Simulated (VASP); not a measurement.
Here is a VASP 6.6.1 calculation.

The input INCAR:

```
PREC     = Accurate       # precision mode
ENCUT    = 520            # plane-wave cutoff, eV
EDIFF    = 1E-6           # SCF threshold, eV
ISMEAR   = 0              # smearing method
SIGMA    = 0.1            # smearing width, eV
LREAL    = False          # projectors in reciprocal space
LASPH    = True           # aspherical terms in the spheres
NELM     = 100            # most SCF steps
ALGO     = Normal         # electronic algorithm
ISIF     = 2              # what is computed and relaxed
LWAVE    = False          # write WAVECAR
LCHARG   = False          # write CHGCAR
GGA      = PE             # functional
NBANDS   = 12             # bands
```

The input KPOINTS:

```
regular mesh
0
Gamma
  14 14 6
```

Contents of POSCAR:

```
AlH4
1.0
    3.9593299083      0.0000000000      0.0000000000
    0.0000000000      3.9593299083      0.0000000000
    0.0000000000      0.0000000000      2.4196065523
Al H
1 4
Direct
    0.5000000000      0.5000000000      0.0000000000
    0.7474391878      0.7474391878      0.5000000000
    0.2525608122      0.2525608122      0.5000000000
    0.2525608122      0.7474391878      0.5000000000
    0.7474391878      0.2525608122      0.5000000000
```

Potentials or basis: VASP PAW PBE potentials, release 64 (Al, H).

Command:

```bash
$ cat potpaw_PBE.64/Al/POTCAR potpaw_PBE.64/H/POTCAR > POTCAR
$ mpirun -np 1 vasp_std > vasp.out
```

Question: Estimate the band gap on the k mesh.

Answer: Zero (an odd number of electrons rules out a gap without spin polarisation).

Question: Predict the largest force.

Answer: 0.004 eV/Å.

Question: Predict the pressure.

Answer: -0.2 GPa.

Forces on the atoms (eV/Å):
```
Al   0.000  0.000  0.000
H   -0.003 -0.003  0.000
H    0.003  0.003  0.000
H    0.003 -0.003  0.000
H   -0.003  0.003  0.000
```

Caveat: the k points lie up to 0.43 Å⁻¹ apart, too coarse for converged energies and pressures of a metal.
